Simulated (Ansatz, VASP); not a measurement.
## One calculation of Sb, two programs

INCAR

```
PREC = Accurate ; ENCUT = 400
EDIFF = 1E-8 ; ISMEAR = -1
SIGMA = 0.03 ; LREAL = False
LASPH = True ; NELM = 120
ALGO = Normal ; ISIF = 2
LWAVE = False ; LCHARG = False
GGA = CA ; LEFG = True
NBANDS = 8 ; GGA_COMPAT = False
```

Contents of KPOINTS:

```
Automatic mesh
0
Gamma
  14 14 14
```

The input POSCAR:

```
Sb
1.0
    0.0000000000      2.3050000000      2.3050000000
    2.3050000000      0.0000000000      2.3050000000
    2.3050000000      2.3050000000      0.0000000000
Sb
1
Direct
    0.0000000000      0.0000000000      0.0000000000
```

Input for Ansatz:

```yaml
crystal:
  lattice:
    - [0.0, 2.305, 2.305]
    - [2.305, 0.0, 2.305]
    - [2.305, 2.305, 0.0]
  atoms:
    - { symbol: Sb, position: [0.0, 0.0, 0.0] }
kpoints:
  mp_grid: { grid: [14, 14, 14] }
  band_path:
    path:
      - [0.0, 0.0, 0.0]
      - [0.5, 0.0, 0.5]
      - [0.625, 0.25, 0.625]
      - [0.375, 0.375, 0.75]
      - [0.0, 0.0, 0.0]
      - [0.5, 0.5, 0.5]
      - [0.5, 0.25, 0.75]
      - [0.5, 0.0, 0.5]
    npoints: 5
scf:
  occupations: { method: fermi_dirac, width: 0.03 }
hamiltonian:
  xc: lda
  pseudopotentials: { kind: paw }
output:
  forces: true
  stress: true
  eigenvalues: true
  efg: { contact_densities: true }
```

Alike in both runs: task electric field gradients; functional LDA; k mesh 14 × 14 × 14; occupations fermi-dirac, width 0.03 eV; no spin polarisation.

|  | VASP | Ansatz |
| --- | --- | --- |
| version | VASP 6.6.1 | Ansatz 0.2.0 |
| potentials or method | VASP PAW LDA potentials, release 64 (Sb) | PAW with Ansatz's default frozen-core files, scalar-relativistic |
| plane-wave cutoff (eV) | 400 | 420 |
| valence electrons in the cell | 5 | 15 |

```tsv
	VASP	Ansatz	Ansatz less VASP
pressure (GPa)	3.9	3.7	-0.20
```

LDA's correlation is that of Perdew and Zunger in VASP and of Perdew and Wang (1992) in Ansatz. VASP's potentials hold 5 valence electrons a cell and Ansatz's 15, so a difference there can come from the potentials and not from the codes.

Spin-orbit coupling is off throughout.
